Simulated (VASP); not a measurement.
# C in VASP: notebook, part 2 of 2

VASP 6.6.1. The steps go on from the part before.

## (5) Single point, PBE+D3(BJ)

This run uses another cell than the first one, of the same volume but with other edges.

Input file INCAR:

```
SYSTEM = C
PREC     = Accurate       ! precision mode
ENCUT    = 600            ! plane-wave cutoff, eV
EDIFF    = 1E-6           ! SCF threshold, eV
ISMEAR   = 0              ! smearing method
SIGMA    = 0.15           ! smearing width, eV
LREAL    = .FALSE.        ! projectors in reciprocal space
LASPH    = .TRUE.         ! aspherical terms in the spheres
NELM     = 120            ! most SCF steps
ALGO     = Normal         ! electronic algorithm
ISIF     = 2              ! what is computed and relaxed
LWAVE    = .FALSE.        ! write WAVECAR
LCHARG   = .FALSE.        ! write CHGCAR
GGA      = PE             ! functional
IVDW     = 12             ! dispersion correction
NBANDS   = 16             ! bands
GGA_COMPAT= .FALSE.
```

Input file KPOINTS:

```
Automatic mesh
0
G
  24 24 4
  0 0 0
```

Input file POSCAR:

```
C
1.0
    2.4990428457      0.0000000000      0.0000000000
   -1.2495214228      2.1642345895      0.0000000000
    0.0000000000      0.0000000000     23.2800358051
C
4
Direct
    0.0000000000      0.0000000000      0.5711557753
    0.0000000000      0.0000000000      0.4288442247
    0.3333333333      0.6666666667      0.4288237756
    0.6666666667      0.3333333333      0.5711762244
```

Potentials or basis: VASP PAW PBE potentials, release 64 (C).

Command:

```console
$ cat potpaw_PBE.64/C/POTCAR > POTCAR
$ mpirun -np 1 vasp_std > vasp.out
```

OUTCAR:

```text
SYSTEM = C
   PREC = Accurate
   ENCUT = 600
   EDIFF = 1E-6
   ISMEAR = 0
   LREAL = .FALSE.
   LASPH = .TRUE.
   NELM = 120
   ISIF = 2
   GGA = PE
   IVDW = 12
 IVDW          = 12

 ion  position               nearest neighbor table
   1  0.000  0.000  0.571-   4 1.44   4 1.44   4 1.44
   2  0.000  0.000  0.429-   3 1.44   3 1.44   3 1.44
   3  0.333  0.667  0.429-   2 1.44   2 1.44   2 1.44
   4  0.667  0.333  0.571-   1 1.44   1 1.44   1 1.44

  LATTYP: Found a hexagonal cell.
 ALAT       =     2.4990428457
 C/A-ratio  =     9.3155809014

  Lattice vectors:

 A1 = (   2.4990428457,   0.0000000000,   0.0000000000)
 A2 = (  -1.2495214228,   2.1642345895,   0.0000000000)
 A3 = (   0.0000000000,   0.0000000000,  23.2800358051)

Analysis of symmetry for initial positions (statically):
=====================================================================
 Subroutine PRICEL returns:
 Original cell was already a primitive cell.

 Routine SETGRP: Setting up the symmetry group for a
 hexagonal supercell.

 Subroutine GETGRP returns: Found 12 space group operations
 (whereof 12 operations were pure point group operations)
 out of a pool of 24 trial point group operations.

The static configuration has the point symmetry D_3d.

Analysis of symmetry for dynamics (positions and initial velocities):
=====================================================================
 Subroutine PRICEL returns:
 Original cell was already a primitive cell.

 Routine SETGRP: Setting up the symmetry group for a
 hexagonal supercell.

 Subroutine GETGRP returns: Found 12 space group operations
 (whereof 12 operations were pure point group operations)
 out of a pool of 24 trial point group operations.

The dynamic configuration has the point symmetry D_3d.

 Subroutine INISYM returns: Found 12 space group operations
[... 119 lines left out ...]
   IMIX   =      4    mixing-type and parameters
     AMIX     =   0.40;   BMIX     =  1.00
     AMIX_MAG =   1.60;   BMIX_MAG =  1.00
  volume/ion in A,a.u.               =      31.48       212.42
  Fermi-wavevector in a.u.,A,eV,Ry     =   0.823053  1.555344  9.216799  0.677416
  Thomas-Fermi vector in A             =   1.934495
   LORBIT       =      0    0 simple, 1 ext, 2 COOP (PROOUT), +10 PAW based schemes
   GGA     = PE    functional components
   LHFCALC =     F    Hartree Fock is set to
   AEXX    =    0.0000 exact exchange contribution
   IVDW    =    12    specifies the selected vdW correction
   LEPSILON=     F    determine dielectric tensor
   LRPA    =     F    only Hartree local field effects (RPA)
 non-spin polarized calculation
 Gauss-broadening in eV      SIGMA  =   0.15
  energy-cutoff  :      600.00
  volume of cell :      125.91
 maximum number of plane-waves:      4264
   NGX =  9   NGY =  9   NGZ = 93

 number of electron      16.0000000 magnetization

 Free energy of the ion-electron system (eV)
  ---------------------------------------------------
  ext. energy  EPLUGINS =         0.00000000
  ---------------------------------------------------
  free energy    TOTEN  =       -36.83700003 eV

  energy without entropy =      -36.83641057  energy(sigma->0) =      -36.83670530

 E-fermi :  -1.8515     XC(G=0):  -3.3420

 val. band max:       -1.8515761247   @ k =   0.3333   0.3333   0.5000
 cond. band min:      -1.4717121348   @ k =   0.3333   0.3333   0.0000
 fundamental gap:      0.3798639898
 Fermi energy:        -1.8515425212

 k-point     1 :       0.0000    0.0000    0.0000
  band No.  band energies     occupation
      1     -21.1223      2.00000
      2     -20.9536      2.00000
      3      -9.6979      2.00000
      4      -8.6491      2.00000
      5      -4.8936      2.00000
      6      -4.8936      2.00000
[... 433 lines left out ...]
      3     -14.6716      2.00000
      4     -14.5960      2.00000
      5      -8.2840      2.00000
      6      -8.2487      2.00000
[... 8 lines left out ...]
     15       9.9579      0.00000
     16       9.9847      0.00000

 [... further k-points ...]

------------------------ aborting loop because EDIFF is reached ----------------------------------------

 Edisp (eV)   -0.47862

 E8    (eV) :    -0.1435

  FORCE on cell =-STRESS in cart. coord.  units (eV):
  Direction    XX          YY          ZZ          XY          YZ          ZX
  --------------------------------------------------------------------------------------
  -------------------------------------------------------------------------------------
  Total      -3.70981    -3.70981     0.04862    -0.00000     0.00000     0.00000
  in kB     -47.20631   -47.20631     0.61862    -0.00000     0.00000     0.00000
  external pressure =      -31.26 kB  Pullay stress =        0.00 kB

 VOLUME and BASIS-vectors are now :
 -----------------------------------------------------------------------------
  energy-cutoff  :      600.00
  volume of cell :      125.91
      direct lattice vectors                 reciprocal lattice vectors
     2.499042846  0.000000000  0.000000000     0.400153203  0.231028560  0.000000000
    -1.249521423  2.164234589  0.000000000     0.000000000  0.462057119  0.000000000
     0.000000000  0.000000000 23.280035805     0.000000000  0.000000000  0.042955260

 POSITION                                       TOTAL-FORCE (eV/Angst)
 -----------------------------------------------------------------------------------
      0.00000      0.00000     13.29653        -0.000000     -0.000000      0.016449
      0.00000      0.00000      9.98351         0.000000      0.000000     -0.016449
     -0.00000      1.44282      9.98303        -0.000000     -0.000000     -0.020293
      1.24952      0.72141     13.29700         0.000000      0.000000      0.020293
 -----------------------------------------------------------------------------------
    total drift:                                0.000000     -0.000000      0.000000

  FREE ENERGIE OF THE ION-ELECTRON SYSTEM (eV)
  ---------------------------------------------------
  free  energy   TOTEN  =       -37.3156183337 eV

  energy  without entropy=      -37.3150288692  energy(sigma->0) =      -37.31532360
```

Wall time 16 min (1 thread of Intel Xeon 8259CL, shared host); peak memory 0.57 GiB.

What came out:

* Free energy: -37.3156 eV
* Largest force: 0.020 eV/Å
* Band gap on the k mesh: zero (filled and empty bands touch)
* Dispersion energy per atom: -0.120 eV

Forces on the atoms (eV/Å):
```
C    0.000  0.000  0.016
C    0.000  0.000 -0.016
C    0.000  0.000 -0.020
C    0.000  0.000  0.020
```

Levels at points of the mesh, in eV from the Fermi level:
| k point | band 6 | band 7 | band 8 | band 9 | band 10 | band 11 |
| --- | --- | --- | --- | --- | --- | --- |
| (0.00, 0.00, 0.00) | -3.04 | -3.03 | -3.03 | 3.58 | 3.94 | 4.47 |
| (0.50, 0.00, 0.00) | -6.27 | -2.49 | -2.10 | 1.53 | 1.88 | 6.89 |
| (0.00, 0.00, 0.50) | -3.04 | -3.03 | -3.03 | 3.59 | 3.92 | 4.54 |
| (0.50, 0.00, 0.50) | -6.27 | -2.49 | -2.10 | 1.53 | 1.88 | 6.89 |

## (6) Single point, PBE+D3(BJ)

This run uses another cell than the first one, of the same volume but with other edges.

Input file INCAR:

```
PREC = Accurate
ENCUT = 600
EDIFF = 1E-6
ISMEAR = 0
SIGMA = 0.15
LREAL = F
LASPH = T
NELM = 120
ALGO = Normal
ISIF = 2
LWAVE = F
LCHARG = F
GGA = PE
IVDW = 12
NBANDS = 16
GGA_COMPAT = F
```

Input file KPOINTS:

```
regular mesh
0
Gamma
  24 24 4
```

Input file POSCAR:

```
C
1.0
    2.4254985170      0.0000000000      0.0000000000
   -1.2127492585      2.1005433325      0.0000000000
    0.0000000000      0.0000000000     24.7132021294
C
4
Direct
    0.0000000000      0.0000000000      0.5711557753
    0.0000000000      0.0000000000      0.4288442247
    0.3333333333      0.6666666667      0.4288237756
    0.6666666667      0.3333333333      0.5711762244
```

Potentials or basis: VASP PAW PBE potentials, release 64 (C).

Command:

```console
$ cat potpaw_PBE.64/C/POTCAR > POTCAR
$ mpirun -np 1 vasp_std > vasp.out
```

OUTCAR:

```text
PREC = Accurate
   ENCUT = 600
   EDIFF = 1E-6
   ISMEAR = 0
   LREAL = F
   LASPH = T
   NELM = 120
   ISIF = 2
   GGA = PE
   IVDW = 12
 IVDW          = 12

 ion  position               nearest neighbor table
   1  0.000  0.000  0.571-   4 1.40   4 1.40   4 1.40
   2  0.000  0.000  0.429-   3 1.40   3 1.40   3 1.40
   3  0.333  0.667  0.429-   2 1.40   2 1.40   2 1.40
   4  0.667  0.333  0.571-   1 1.40   1 1.40   1 1.40

  LATTYP: Found a hexagonal cell.
 ALAT       =     2.4254985170
[... 652 lines left out ...]

 Edisp (eV)   -0.46306

 E8    (eV) :    -0.1380

  FORCE on cell =-STRESS in cart. coord.  units (eV):
  Direction    XX          YY          ZZ          XY          YZ          ZX
  --------------------------------------------------------------------------------------
  -------------------------------------------------------------------------------------
  Total       4.91372     4.91372    -0.17630     0.00000     0.00000     0.00000
  in kB      62.52582    62.52582    -2.24340     0.00000     0.00000     0.00000
  external pressure =       40.94 kB  Pullay stress =        0.00 kB

 VOLUME and BASIS-vectors are now :
 -----------------------------------------------------------------------------
  energy-cutoff  :      600.00
  volume of cell :      125.91
      direct lattice vectors                 reciprocal lattice vectors
     2.425498517  0.000000000  0.000000000     0.412286379  0.238033652  0.000000000
    -1.212749258  2.100543333  0.000000000     0.000000000  0.476067303  0.000000000
     0.000000000  0.000000000 24.713202129     0.000000000  0.000000000  0.040464202

 POSITION                                       TOTAL-FORCE (eV/Angst)
 -----------------------------------------------------------------------------------
      0.00000      0.00000     14.11509         0.000000      0.000000     -0.009762
      0.00000      0.00000     10.59811        -0.000000     -0.000000      0.009762
     -0.00000      1.40036     10.59761        -0.000000      0.000000      0.017951
      1.21275      0.70018     14.11559         0.000000     -0.000000     -0.017951
 -----------------------------------------------------------------------------------
    total drift:                                0.000000     -0.000000      0.000000

  FREE ENERGIE OF THE ION-ELECTRON SYSTEM (eV)
  ---------------------------------------------------
  free  energy   TOTEN  =       -37.2788748018 eV

  energy  without entropy=      -37.2782482950  energy(sigma->0) =      -37.27856155
```

OSZICAR:

```text
N       E                     dE             d eps       ncg     rms          rms(c)
DAV:   1     0.122072883265E+03    0.12207E+03   -0.66888E+03  7408   0.864E+02
DAV:   2    -0.264357418593E+02   -0.14851E+03   -0.13084E+03 11592   0.191E+02
DAV:   3    -0.394266363374E+02   -0.12991E+02   -0.12867E+02  9944   0.633E+01
[... 12 lines left out ...]
DAV:  16    -0.368157938050E+02   -0.52492E-04   -0.23401E-06  8912   0.604E-03    0.295E-03
DAV:  17    -0.368158091605E+02   -0.15356E-04   -0.40309E-07  7376   0.311E-03    0.102E-03
DAV:  18    -0.368158160101E+02   -0.68496E-05   -0.17270E-07  6824   0.151E-03    0.581E-04
DAV:  19    -0.368158182748E+02   -0.22646E-05   -0.33393E-08  6224   0.795E-04    0.288E-04
DAV:  20    -0.368158185313E+02   -0.25655E-06   -0.39802E-09  7640   0.298E-04
   1 F= -.37278875E+02 E0= -.37278562E+02  d E =-.626507E-03
```

It took 18 min on 1 thread of Intel Xeon 8259CL, shared host; peak memory 0.57 GiB.

Results:

```yaml
Free_energy: -37.2789 eV
Largest_force: 0.018 eV/Å
Band_gap_on_the_k_mesh: zero (filled and empty bands touch)
Dispersion_energy_per_atom: -0.116 eV
```

Forces on the atoms (eV/Å):
```
C    0.000  0.000 -0.010
C    0.000  0.000  0.010
C    0.000  0.000  0.018
C    0.000  0.000 -0.018
```

## (7) The runs side by side

```csv
cell,gap on the mesh (eV),largest force (eV/Å)
"a = 2.656, b = 2.656, c = 20.616 Å, angles 90.0, 90.0, 120.0°, 4 atoms",none,0.24
"a = 2.259, b = 2.259, c = 28.495 Å, angles 90.0, 90.0, 120.0°, 4 atoms",none,0.03
"a = 2.388, b = 2.388, c = 25.492 Å, angles 90.0, 90.0, 120.0°, 4 atoms",none,0.03
"a = 2.499, b = 2.499, c = 23.280 Å, angles 90.0, 90.0, 120.0°, 4 atoms",none,0.02
"a = 2.425, b = 2.425, c = 24.713 Å, angles 90.0, 90.0, 120.0°, 4 atoms",none,0.02
```

Alike in all rows: task single point; level PBE+D3(BJ); potentials or basis VASP PAW PBE potentials, release 64 (C); no spin polarisation; k mesh 24 × 24 × 4; cutoff (eV) 600; smearing gaussian 0.15 eV.

Absolute energies hang on the potentials; compare differences alone.
